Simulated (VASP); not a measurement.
# LiF (R-3m) in VASP: further runs

The runs below take LiF through single point, with r2SCAN.

Everything below comes from runs of VASP 6.6.1. Logs are shortened: lines on timing, memory, paths and dates and some standing lists are left out, and cuts for length are marked.

## Step 1: The cell of the first run

Symmetry: R-3m, No. 166, trigonal system. The conventional cell has a = 2.261 Å, b = 2.261 Å, c = 11.075 Å, α = 90.00°, β = 90.00°, γ = 120.00°. Within 3.0 Å of Li (site symmetry -3m) lie 6 Li at 2.26 Å and 6 F at 2.26 Å. F (site symmetry -3m) has 6 F at 2.26 Å and 6 Li at 2.26 Å within 3.0 Å.

## Step 2: Single point, r2SCAN

Input file POSCAR:

```
LiF
1.0
    1.0656752396      2.6641880989      2.6641880989
    2.6641880989      1.0656752396      2.6641880989
    2.6641880989      2.6641880989      1.0656752396
Li F
1 1
Direct
    0.0000000000      0.0000000000      0.0000000000
    0.5000000000      0.5000000000      0.5000000000
```

Input file INCAR.step1:

```
SYSTEM = LiF
ALGO     = Normal         ! electronic algorithm
EDIFF    = 1E-4           ! SCF threshold, eV
ENCUT    = 520            ! plane-wave cutoff, eV
GGA      = PE             ! functional
ISMEAR   = 0              ! smearing method
LASPH    = .True.         ! aspherical terms in the spheres
LCHARG   = .False.        ! write CHGCAR
LREAL    = .False.        ! projectors in reciprocal space
LWAVE    = .True.         ! write WAVECAR
NBANDS   = 12             ! bands
NELM     = 80             ! most SCF steps
PREC     = Accurate       ! precision mode
SIGMA    = 0.05           ! smearing width, eV
```

Input file INCAR.step2:

```
SYSTEM = LiF
ALGO     = Normal         ! electronic algorithm
EDIFF    = 1E-6           ! SCF threshold, eV
ENCUT    = 520            ! plane-wave cutoff, eV
ISIF     = 2              ! what is computed and relaxed
ISMEAR   = 0              ! smearing method
ISTART   = 1            
LASPH    = .True.         ! aspherical terms in the spheres
LCHARG   = .False.        ! write CHGCAR
LMIXTAU  = .True.       
LREAL    = .False.        ! projectors in reciprocal space
LWAVE    = .False.        ! write WAVECAR
METAGGA  = R2SCAN         ! meta-GGA
NBANDS   = 12             ! bands
NELM     = 80             ! most SCF steps
PREC     = Accurate       ! precision mode
SIGMA    = 0.05           ! smearing width, eV
```

Input file KPOINTS:

```
k-points
0
Gamma
  12 12 12
  0 0 0
```

Potentials or basis: VASP PAW PBE potentials, release 64 (Li_sv, F).

Run with:

```
cat potpaw_PBE.64/Li_sv/POTCAR potpaw_PBE.64/F/POTCAR > POTCAR
cp INCAR.step1 INCAR
mpirun -np 1 vasp_std > vasp.out
cp INCAR.step2 INCAR
mpirun -np 1 vasp_std > vasp.out
```

OUTCAR:

```text
SYSTEM = LiF
   EDIFF = 1E-6
   ENCUT = 520
   ISIF = 2
   ISMEAR = 0
   ISTART = 1
   LASPH = .True.
   LREAL = .False.
   METAGGA = R2SCAN
   NELM = 80
   PREC = Accurate

 ion  position               nearest neighbor table
   1  0.000  0.000  0.000-
   2  0.500  0.500  0.500-

  LATTYP: Found a trigonal (rhomboedric) cell.
 ALAT       =     3.9155408527
 COS(alpha) =     0.8333333333

  Lattice vectors:

 A1 = (   1.0656752396,   2.6641880989,   2.6641880989)
 A2 = (   2.6641880989,   1.0656752396,   2.6641880989)
 A3 = (   2.6641880989,   2.6641880989,   1.0656752396)

Analysis of symmetry for initial positions (statically):
=====================================================================
 Subroutine PRICEL returns:
 Original cell was already a primitive cell.

 Routine SETGRP: Setting up the symmetry group for a
 trigonal (rhombohedral) supercell.

 Subroutine GETGRP returns: Found 12 space group operations
 (whereof 12 operations were pure point group operations)
 out of a pool of 12 trial point group operations.

The static configuration has the point symmetry D_3d.

Analysis of symmetry for dynamics (positions and initial velocities):
=====================================================================
 Subroutine PRICEL returns:
 Original cell was already a primitive cell.

 Routine SETGRP: Setting up the symmetry group for a
 trigonal (rhombohedral) supercell.

 Subroutine GETGRP returns: Found 12 space group operations
 (whereof 12 operations were pure point group operations)
 out of a pool of 12 trial point group operations.

The dynamic configuration has the point symmetry D_3d.

 Subroutine INISYM returns: Found 12 space group operations
 (whereof 12 operations are pure point group operations),
 and found     1 'primitive' translations

----------------------------------------------------------------------------------------

                                     Primitive cell

  volume of cell :      16.3384

  direct lattice vectors                    reciprocal lattice vectors
     1.065675240  2.664188099  2.664188099    -0.364922515  0.260658939  0.260658939
     2.664188099  1.065675240  2.664188099     0.260658939 -0.364922515  0.260658939
     2.664188099  2.664188099  1.065675240     0.260658939  0.260658939 -0.364922515

  length of vectors
     3.915540853  3.915540853  3.915540853     0.518704740  0.518704740  0.518704740

  position of ions in fractional coordinates (direct lattice)
     0.000000000  0.000000000  0.000000000
     0.500000000  0.500000000  0.500000000

  ion indices of the primitive-cell ions
   primitive index   ion index
                 1           1
                 2           2

----------------------------------------------------------------------------------------

 KPOINTS: k-points

Automatic generation of k-mesh.
 Grid dimensions read from file:
 generate k-points for:   12   12   12

 Generating k-lattice:

  Cartesian coordinates                     Fractional coordinates (reciprocal lattice)
    -0.030410210  0.021721578  0.021721578     0.083333333  0.000000000  0.000000000
     0.021721578 -0.030410210  0.021721578     0.000000000  0.083333333  0.000000000
     0.021721578  0.021721578 -0.030410210     0.000000000  0.000000000  0.083333333

  Length of vectors
     0.043225395  0.043225395  0.043225395

  Shift w.r.t. Gamma in fractional coordinates (k-lattice)
     0.000000000  0.000000000  0.000000000

 Subroutine IBZKPT returns following result:
 ===========================================

 Found    189 irreducible k-points:

 Following reciprocal coordinates:
            Coordinates               Weight
  0.000000  0.000000  0.000000      1.000000
  0.083333  0.000000  0.000000      6.000000
  0.166667  0.000000  0.000000      6.000000
  0.250000  0.000000  0.000000      6.000000
  0.333333 -0.000000 -0.000000      6.000000
  0.416667  0.000000  0.000000      6.000000
[... 16 lines left out ...]
  0.500000  0.166667 -0.000000     12.000000
 -0.416667  0.166667 -0.000000     12.000000
 [... further k-points ...]
   k-points           NKPTS =    189   k-points in BZ     NKDIM =    189   number of bands    NBANDS=     12
   number of dos      NEDOS =    301   number of ions     NIONS =      2
   total plane-waves  NPLWV =  27000
   dimension x,y,z NGX =    30 NGY =   30 NGZ =   30
   dimension x,y,z NGXF=    60 NGYF=   60 NGZF=   60
   ions per type =               1   1
   NGX,Y,Z   is equivalent  to a cutoff of  12.74, 12.74, 12.74 a.u.
   NGXF,Y,Z  is equivalent  to a cutoff of  25.47, 25.47, 25.47 a.u.
 SYSTEM =  LiF
   PREC   = accura    normal or accurate (medium, high low for compatibility)
   ISTART =      1    job   : 0-new  1-cont  2-samecut
   ICHARG =      0    charge: 1-file 2-atom 10-const
   ISPIN  =      1    spin polarized calculation?
   LNONCOLLINEAR =      F non collinear calculations
   LSORBIT =      F    spin-orbit coupling
   LASPH  =      T    aspherical Exc in radial PAW
   ENCUT  =  520.0 eV  38.22 Ry    6.18 a.u.   7.28  7.28  7.28*2*pi/ulx,y,z
   NELM   =     80;   NELMIN=  2; NELMDL=  0     # of ELM steps
   EDIFF  = 0.1E-05   stopping-criterion for ELM
   LREAL  =      F    real-space projection
   EDIFFG = 0.1E-04   stopping-criterion for IOM
   NSW    =      0    number of steps for IOM
   IBRION =     -1    ionic relax: 0-MD 1-quasi-New 2-CG
   NFREE  =      0    steps in history (QN), initial steepest desc. (CG)
   ISIF   =      2    stress and relaxation
   ISYM   =      2    0-nonsym 1-usesym 2-fastsym
   POTIM  = 0.5000    time-step for ionic-motion
   TEBEG  =    0.0;   TEEND  =   0.0 temperature during run
   PSTRESS=    0.0 pullay stress
   NELECT =      10.0000    total number of electrons
   NUPDOWN=      -1.0000    fix difference up-down
   EMIN   =  10.00;   EMAX   =-10.00  energy-range for DOS
   EFERMI =   0.00;   METHOD = LEGACY
   ISMEAR =     0;   SIGMA  =   0.05  broadening in eV -4-tet -1-fermi 0-gaus
   EFERMI_NEDOS =   21; number of points for ismear=-14 and -15
   IALGO  =     38    algorithm
   IMIX   =      4    mixing-type and parameters
     AMIX     =   0.40;   BMIX     =  1.00
     AMIX_MAG =   1.60;   BMIX_MAG =  1.00
  volume/ion in A,a.u.               =       8.17        55.13
  Fermi-wavevector in a.u.,A,eV,Ry     =   1.389970  2.626662 26.286674  1.932016
  Thomas-Fermi vector in A             =   2.513950
   LORBIT       =      0    0 simple, 1 ext, 2 COOP (PROOUT), +10 PAW based schemes
   METAGGA = R2SCAN    functional components
   LHFCALC =     F    Hartree Fock is set to
   AEXX    =    0.0000 exact exchange contribution
   IVDW    =     0    specifies the selected vdW correction
   LEPSILON=     F    determine dielectric tensor
   LRPA    =     F    only Hartree local field effects (RPA)
 non-spin polarized calculation
 Gauss-broadening in eV      SIGMA  =   0.05
  energy-cutoff  :      520.00
  volume of cell :       16.34
 maximum number of plane-waves:       457
 NGX is ok and might be reduce to    30
   NGX = 15   NGY = 15   NGZ = 15

 number of electron       9.9999998 magnetization

 Free energy of the ion-electron system (eV)
  ---------------------------------------------------
  ext. energy  EPLUGINS =         0.00000000
  ---------------------------------------------------
  free energy    TOTEN  =        -8.32103598 eV

  energy without entropy =       -8.32103598  energy(sigma->0) =       -8.32103598

 E-fermi :   3.5064     XC(G=0): -10.6250

 val. band max:        3.1674047296   @ k =   0.0000   0.0000   0.0000
 cond. band min:       5.1297663064   @ k =   0.0000   0.0000   0.0000
 fundamental gap:      1.9623615767
 Fermi energy:         3.5064086606

 k-point     1 :       0.0000    0.0000    0.0000
  band No.  band energies     occupation
      1     -46.4499      2.00000
      2     -21.1311      2.00000
      3      -2.9122      2.00000
      4       3.1674      2.00000
      5       3.1674      2.00000
      6       5.1298      0.00000
      7      14.6138      0.00000
      8      21.8927      0.00000
      9      30.4836      0.00000
     10      30.4836      0.00000
     11      34.8399      0.00000
     12      34.8399      0.00000

 k-point     2 :       0.0833    0.0000    0.0000
  band No.  band energies     occupation
      1     -46.4349      2.00000
      2     -21.0197      2.00000
      3      -2.7739      2.00000
      4       2.6605      2.00000
      5       3.0892      2.00000
      6       5.2963      0.00000
      7      14.6192      0.00000
      8      22.1574      0.00000
      9      28.6545      0.00000
     10      29.0597      0.00000
     11      33.2520      0.00000
     12      35.8909      0.00000

 k-point     3 :       0.1667    0.0000    0.0000
  band No.  band energies     occupation
      1     -46.3942      2.00000
      2     -20.7048      2.00000
      3      -2.3821      2.00000
      4       1.4853      2.00000
      5       2.8796      2.00000
      6       5.5749      0.00000
      7      14.6286      0.00000
      8      22.5525      0.00000
      9      25.4875      0.00000
     10      26.9150      0.00000
     11      31.6128      0.00000
     12      33.8465      0.00000

 k-point     4 :       0.2500    0.0000    0.0000
  band No.  band energies     occupation
      1     -46.3385      2.00000
      2     -20.2432      2.00000
      3      -1.8065      2.00000
      4       0.0682      2.00000
      5       2.6027      2.00000
      6       5.8333      0.00000
      7      14.6445      0.00000
      8      21.1223      0.00000
      9      24.7565      0.00000
     10      25.0903      0.00000
     11      28.7535      0.00000
     12      33.3118      0.00000

 k-point     5 :       0.3333   -0.0000   -0.0000
  band No.  band energies     occupation
      1     -46.2824      2.00000
      2     -19.7365      2.00000
      3      -1.2878      2.00000
      4      -1.1453      2.00000
      5       2.3359      2.00000
      6       6.0201      0.00000
      7      14.7514      0.00000
      8      19.0130      0.00000
      9      23.7470      0.00000
     10      25.3566      0.00000
     11      26.3225      0.00000
     12      31.2338      0.00000
[... 228 lines left out ...]
      1     -46.3103      2.00000
      2     -19.9956      2.00000
      3      -1.6710      2.00000
      4      -0.3389      2.00000
      5       2.0604      2.00000
      6       6.5430      0.00000
      7      14.6846      0.00000
      8      19.2486      0.00000
      9      22.5792      0.00000
     10      27.5635      0.00000
     11      28.1520      0.00000
     12      33.2194      0.00000

 k-point    22 :       0.4167    0.1667    0.0000
  band No.  band energies     occupation
      1     -46.2619      2.00000
      2     -19.5407      2.00000
      3      -1.2836      2.00000
      4      -1.0845      2.00000
      5       1.4807      2.00000
      6       6.8880      0.00000
      7      14.8958      0.00000
      8      17.0696      0.00000
      9      22.2672      0.00000
     10      26.2174      0.00000
     11      27.1149      0.00000
     12      32.3314      0.00000

 k-point    23 :       0.5000    0.1667   -0.0000
  band No.  band energies     occupation
      1     -46.2264      2.00000
      2     -19.1816      2.00000
      3      -1.9114      2.00000
      4      -0.6386      2.00000
      5       1.0546      2.00000
      6       7.0900      0.00000
      7      14.4821      0.00000
      8      16.3828      0.00000
      9      22.1372      0.00000
     10      24.4536      0.00000
     11      26.2460      0.00000
     12      32.7560      0.00000

 k-point    24 :      -0.4167    0.1667   -0.0000
  band No.  band energies     occupation
      1     -46.2133      2.00000
      2     -19.0440      2.00000
      3      -2.1566      2.00000
      4      -0.4011      2.00000
      5       0.9045      2.00000
      6       7.0937      0.00000
      7      13.7734      0.00000
      8      16.7847      0.00000
      9      22.1095      0.00000
     10      23.6358      0.00000
     11      26.1006      0.00000
     12      32.8073      0.00000

 [... further k-points ...]
[... 5 lines left out ...]
  --------------------------------------------------------------------------------------
  -------------------------------------------------------------------------------------
  Total        1.5215485      1.5215485      1.5215485     -6.1635545     -6.1635545     -6.1635545
  in kB      149.2065855    149.2065855    149.2065855   -604.4124852   -604.4124852   -604.4124852
  external PRESSURE =     149.2065855 kB  Pullay stress =       0.0000000 kB

 VOLUME and BASIS-vectors are now :
 -----------------------------------------------------------------------------
  energy-cutoff  :      520.00
  volume of cell :       16.34
      direct lattice vectors                 reciprocal lattice vectors
     1.065675240  2.664188099  2.664188099    -0.364922515  0.260658939  0.260658939
     2.664188099  1.065675240  2.664188099     0.260658939 -0.364922515  0.260658939
     2.664188099  2.664188099  1.065675240     0.260658939  0.260658939 -0.364922515

 POSITION                                       TOTAL-FORCE (eV/Angst)
 -----------------------------------------------------------------------------------
      0.00000      0.00000      0.00000         0.000000     -0.000000      0.000000
      3.19703      3.19703      3.19703        -0.000000      0.000000     -0.000000
 -----------------------------------------------------------------------------------
    total drift:                                0.000000     -0.000000      0.000000

  FREE ENERGIE OF THE ION-ELECTRON SYSTEM (eV)
  ---------------------------------------------------
  free  energy   TOTEN  =        -8.3210359766 eV

  energy  without entropy=       -8.3210359766  energy(sigma->0) =       -8.32103598
```

It took 2.5 min on 1 thread of Intel Xeon 6975P-C (Granite Rapids), shared host; peak memory 0.18 GiB.

Results:

```yaml
Free_energy: -8.3210 eV
Band_gap_on_the_k_mesh: 1.96 eV
```

Levels at points of the mesh, in eV from the valence-band top:
```tsv
k point	band 3	band 4	band 5	band 6	band 7	band 8
(0.00, 0.00, 0.00)	-6.08	0.00	0.00	1.96	11.45	18.73
(0.50, 0.00, 0.00)	-5.75	-3.59	-1.09	2.91	12.54	13.34
(0.50, 0.50, 0.00)	-5.92	-4.30	-1.12	5.17	10.98	16.03
(0.50, 0.50, 0.50)	-6.56	0.00	0.00	5.54	7.00	23.32
```

Caveat: the cutoff is under 1.25 times the usual one of these potentials, so pressure, stress and relaxed cells hold a basis-set (Pulay) error; the PAW data sets were made with another functional, which shifts forces and pressure a little. A k mesh can miss the band edges.

(Part 1 of 2 ends here.)
